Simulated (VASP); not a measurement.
# BaTiO3 in VASP: a series of runs, part 2 of 2

VASP 6.6.1. The steps go on from the part before.

## (3) Single point, PBE+U

This run uses another cell than the first one, of 12.76 Å³/atom.

Input file INCAR:

```
PREC = Accurate
ENCUT = 1340
EDIFF = 1E-6
ISMEAR = 0
SIGMA = 0.05
LREAL = F
LASPH = T
NELM = 200
ALGO = Normal
ISIF = 2
LWAVE = F
LCHARG = F
LMAXMIX = 4
LDAU = T
LDAUTYPE = 2
LDAUL = -1 2 -1
LDAUU = 0 4 0
LDAUJ = 0 0 0
LDAUPRINT = 1
GGA = PE
NBANDS = 28
GGA_COMPAT = F
```

Input file KPOINTS:

```
Automatic mesh
0
Gamma
  8 8 8
```

Input file POSCAR:

```
BaTiO3
1.0
    3.9954120776      0.0000000000      0.0000000000
    0.0000000000      3.9954120776      0.0000000000
    0.0000000000      0.0000000000      3.9954120776
Ba Ti O
1 1 3
Direct
    0.5000000000      0.5000000000      0.5000000000
    0.0000000000      0.0000000000      0.0000000000
    0.5000000000      0.0000000000      0.0000000000
    0.0000000000      0.5000000000      0.0000000000
    0.0000000000      0.0000000000      0.5000000000
```

Potentials or basis: VASP PAW PBE potentials, release 64 (Ba_sv, Ti_sv, O_h).

Run with:

```
> cat potpaw_PBE.64/Ba_sv/POTCAR potpaw_PBE.64/Ti_sv/POTCAR potpaw_PBE.64/O_h/POTCAR > POTCAR
> mpirun -np 1 vasp_std > vasp.out
```

OUTCAR:

```text
PREC = Accurate
   ENCUT = 1340
   EDIFF = 1E-6
   ISMEAR = 0
   LREAL = F
   LASPH = T
   NELM = 200
   ISIF = 2
   GGA = PE

 ion  position               nearest neighbor table
   1  0.500  0.500  0.500-   3 2.83   4 2.83   5 2.83   3 2.83   4 2.83   3 2.83   5 2.83   3 2.83
                             4 2.83   5 2.83   4 2.83   5 2.83   2 3.46   2 3.46   2 3.46   2 3.46
   2  0.000  0.000  0.000-   3 2.00   4 2.00   5 2.00   5 2.00   4 2.00   3 2.00   1 3.46   1 3.46
                             1 3.46   1 3.46   1 3.46   1 3.46   1 3.46   1 3.46
   3  0.500  0.000  0.000-   2 2.00   2 2.00   1 2.83   1 2.83   1 2.83   1 2.83
   4  0.000  0.500  0.000-   2 2.00   2 2.00   1 2.83   1 2.83   1 2.83   1 2.83
   5  0.000  0.000  0.500-   2 2.00   2 2.00   1 2.83   1 2.83   1 2.83   1 2.83

  LATTYP: Found a simple cubic cell.
 ALAT       =     3.9954120776

  Lattice vectors:

 A1 = (   3.9954120776,   0.0000000000,   0.0000000000)
 A2 = (   0.0000000000,   3.9954120776,   0.0000000000)
 A3 = (   0.0000000000,   0.0000000000,   3.9954120776)

Analysis of symmetry for initial positions (statically):
=====================================================================
 Subroutine PRICEL returns:
 Original cell was already a primitive cell.

 Routine SETGRP: Setting up the symmetry group for a
 simple cubic supercell.

 Subroutine GETGRP returns: Found 48 space group operations
 (whereof 48 operations were pure point group operations)
 out of a pool of 48 trial point group operations.

The static configuration has the point symmetry O_h .

Analysis of symmetry for dynamics (positions and initial velocities):
=====================================================================
 Subroutine PRICEL returns:
 Original cell was already a primitive cell.

 Routine SETGRP: Setting up the symmetry group for a
 simple cubic supercell.

 Subroutine GETGRP returns: Found 48 space group operations
 (whereof 48 operations were pure point group operations)
 out of a pool of 48 trial point group operations.

The dynamic configuration has the point symmetry O_h .

 Subroutine INISYM returns: Found 48 space group operations
 (whereof 48 operations are pure point group operations),
 and found     1 'primitive' translations

----------------------------------------------------------------------------------------

                                     Primitive cell

  volume of cell :      63.7800

  direct lattice vectors                    reciprocal lattice vectors
     3.995412078  0.000000000  0.000000000     0.250287074  0.000000000  0.000000000
     0.000000000  3.995412078  0.000000000     0.000000000  0.250287074  0.000000000
     0.000000000  0.000000000  3.995412078     0.000000000  0.000000000  0.250287074

  length of vectors
     3.995412078  3.995412078  3.995412078     0.250287074  0.250287074  0.250287074

  position of ions in fractional coordinates (direct lattice)
[... 106 lines left out ...]
  volume/ion in A,a.u.               =      12.76        86.08
  Fermi-wavevector in a.u.,A,eV,Ry     =   1.401307  2.648086 26.717229  1.963661
  Thomas-Fermi vector in A             =   2.524181
   LORBIT       =      0    0 simple, 1 ext, 2 COOP (PROOUT), +10 PAW based schemes
 LDA+U is selected, type is set to LDAUTYPE =  2
   angular momentum for each species LDAUL =    -1    2   -1
   U (eV)           for each species LDAUU =   0.0  4.0  0.0
   J (eV)           for each species LDAUJ =   0.0  0.0  0.0
   GGA     = PE    functional components
   LHFCALC =     F    Hartree Fock is set to
   AEXX    =    0.0000 exact exchange contribution
   IVDW    =     0    specifies the selected vdW correction
   LEPSILON=     F    determine dielectric tensor
   LRPA    =     F    only Hartree local field effects (RPA)
 non-spin polarized calculation
 Gauss-broadening in eV      SIGMA  =   0.05
  energy-cutoff  :     1340.00
  volume of cell :       63.78
 maximum number of plane-waves:      7128
 NGX is ok and might be reduce to    48
   NGX = 23   NGY = 23   NGZ = 23

atom =   2  type =  2  l = 2

 onsite density matrix

spin component  1

  0.1039  0.0000 -0.0000 -0.0000  0.0000
  0.0000  0.1039  0.0000 -0.0000  0.0000
 -0.0000  0.0000  0.2387 -0.0000  0.0000
 -0.0000 -0.0000 -0.0000  0.1039 -0.0000
  0.0000  0.0000  0.0000 -0.0000  0.2387

spin component  2

  0.1039  0.0000 -0.0000 -0.0000  0.0000
  0.0000  0.1039  0.0000 -0.0000  0.0000
 -0.0000  0.0000  0.2387 -0.0000  0.0000
 -0.0000 -0.0000 -0.0000  0.1039 -0.0000
  0.0000  0.0000  0.0000 -0.0000  0.2387

 occupancies and eigenvectors

  o =  0.1039  v =  1.0000  0.0000  0.0000  0.0000  0.0000  0.0000  0.0000  0.0000  0.0000  0.0000      0.0000  0.0000  0.0000  0.0000  0.0000  0.0000  0.0000  0.0000  0.0000  0.0000
  o =  0.1039  v =  0.0000  0.0000  0.0000  0.0000  0.0000  1.0000  0.0000  0.0000  0.0000  0.0000      0.0000  0.0000  0.0000  0.0000  0.0000  0.0000  0.0000  0.0000  0.0000  0.0000
  o =  0.1039  v =  0.0000  0.4838 -0.0000  0.8752  0.0000  0.0000  0.0000  0.0000  0.0000  0.0000      0.0000  0.0000  0.0000  0.0000  0.0000  0.0000  0.0000  0.0000  0.0000  0.0000
  o =  0.1039  v =  0.0000  0.0000  0.0000  0.0000  0.0000  0.0000  0.4838 -0.0000  0.8752  0.0000      0.0000  0.0000  0.0000  0.0000  0.0000  0.0000  0.0000  0.0000  0.0000  0.0000
  o =  0.1039  v =  0.0000  0.0000  0.0000  0.0000  0.0000  0.0000 -0.8752  0.0000  0.4838 -0.0000      0.0000  0.0000  0.0000  0.0000  0.0000  0.0000  0.0000  0.0000  0.0000  0.0000
  o =  0.1039  v =  0.0000 -0.8752  0.0000  0.4838 -0.0000  0.0000  0.0000  0.0000  0.0000  0.0000      0.0000  0.0000  0.0000  0.0000  0.0000  0.0000  0.0000  0.0000  0.0000  0.0000
  o =  0.2387  v =  0.0000  0.0000  0.0000  0.0000  0.0000  0.0000 -0.0000 -1.0000  0.0000  0.0080      0.0000  0.0000  0.0000  0.0000  0.0000  0.0000  0.0000  0.0000  0.0000  0.0000
  o =  0.2387  v =  0.0000 -0.0000 -1.0000  0.0000  0.0080  0.0000  0.0000  0.0000  0.0000  0.0000      0.0000  0.0000  0.0000  0.0000  0.0000  0.0000  0.0000  0.0000  0.0000  0.0000
  o =  0.2387  v =  0.0000  0.0000  0.0000  0.0000  0.0000  0.0000  0.0000 -0.0080  0.0000 -1.0000      0.0000  0.0000  0.0000  0.0000  0.0000  0.0000  0.0000  0.0000  0.0000  0.0000
  o =  0.2387  v =  0.0000  0.0000 -0.0080  0.0000 -1.0000  0.0000  0.0000  0.0000  0.0000  0.0000      0.0000  0.0000  0.0000  0.0000  0.0000  0.0000  0.0000  0.0000  0.0000  0.0000

 number of electron      40.0000001 magnetization

 Free energy of the ion-electron system (eV)
  ---------------------------------------------------
  ext. energy  EPLUGINS =         0.00000000
  ---------------------------------------------------
  free energy    TOTEN  =       -37.30387450 eV

  energy without entropy =      -37.30387450  energy(sigma->0) =      -37.30387450

 E-fermi :   4.5865     XC(G=0): -11.2990

 val. band max:        4.3704192634   @ k =   0.5000   0.5000   0.5000
 cond. band min:       6.6039959558   @ k =   0.0000   0.0000   0.0000
 fundamental gap:      2.2335766924
 Fermi energy:         4.5864966200

 k-point     1 :       0.0000    0.0000    0.0000
  band No.  band energies     occupation
      1     -53.3348      2.00000
      2     -29.4982      2.00000
      3     -29.4982      2.00000
      4     -29.4982      2.00000
      5     -20.4300      2.00000
      6     -12.5912      2.00000
[... 733 lines left out ...]
     27      12.5968      0.00000
     28      13.3964      0.00000

 [... further k-points ...]

------------------------ aborting loop because EDIFF is reached ----------------------------------------

  FORCE on cell =-STRESS in cart. coord.  units (eV):
  Direction    XX          YY          ZZ          XY          YZ          ZX
  --------------------------------------------------------------------------------------
  -------------------------------------------------------------------------------------
  Total        3.1636056      3.1636056      3.1636056     -0.0000000     -0.0000000     -0.0000000
  in kB       79.4709101     79.4709101     79.4709101     -0.0000000     -0.0000000     -0.0000000
  external PRESSURE =      79.4709101 kB  Pullay stress =       0.0000000 kB

 VOLUME and BASIS-vectors are now :
 -----------------------------------------------------------------------------
  energy-cutoff  :     1340.00
  volume of cell :       63.78
      direct lattice vectors                 reciprocal lattice vectors
     3.995412078  0.000000000  0.000000000     0.250287074  0.000000000  0.000000000
     0.000000000  3.995412078  0.000000000     0.000000000  0.250287074  0.000000000
     0.000000000  0.000000000  3.995412078     0.000000000  0.000000000  0.250287074

 POSITION                                       TOTAL-FORCE (eV/Angst)
 -----------------------------------------------------------------------------------
      1.99771      1.99771      1.99771         0.000000      0.000000      0.000000
      0.00000      0.00000      0.00000         0.000000      0.000000      0.000000
      1.99771      0.00000      0.00000         0.000000      0.000000      0.000000
      0.00000      1.99771      0.00000         0.000000      0.000000      0.000000
      0.00000      0.00000      1.99771         0.000000      0.000000      0.000000
 -----------------------------------------------------------------------------------
    total drift:                                0.000000      0.000000      0.000000

  FREE ENERGIE OF THE ION-ELECTRON SYSTEM (eV)
  ---------------------------------------------------
  free  energy   TOTEN  =       -37.3038745037 eV

  energy  without entropy=      -37.3038745037  energy(sigma->0) =      -37.30387450
```

Run time: 2.8 min. Hardware: 1 thread of Intel Xeon Platinum 8375C at 2.90GHz (Ice Lake), shared host; peak memory 0.49 GiB.

What came out:

- Free energy: -37.3039 eV
- Pressure: 7.9 GPa
- Band gap on the k mesh: 2.23 eV (least direct gap 2.42 eV)

Eigenvalues of the final occupation matrices:
```
    site  spin  trace               eigenvalues
site 2 d     1   0.79  0.10 0.10 0.10 0.24 0.24
site 2 d     2   0.79  0.10 0.10 0.10 0.24 0.24
```

Caveat: the cell stands under pressure; spin-orbit coupling is left out, which moves the levels of the heavy elements. A k mesh can miss the band edges.
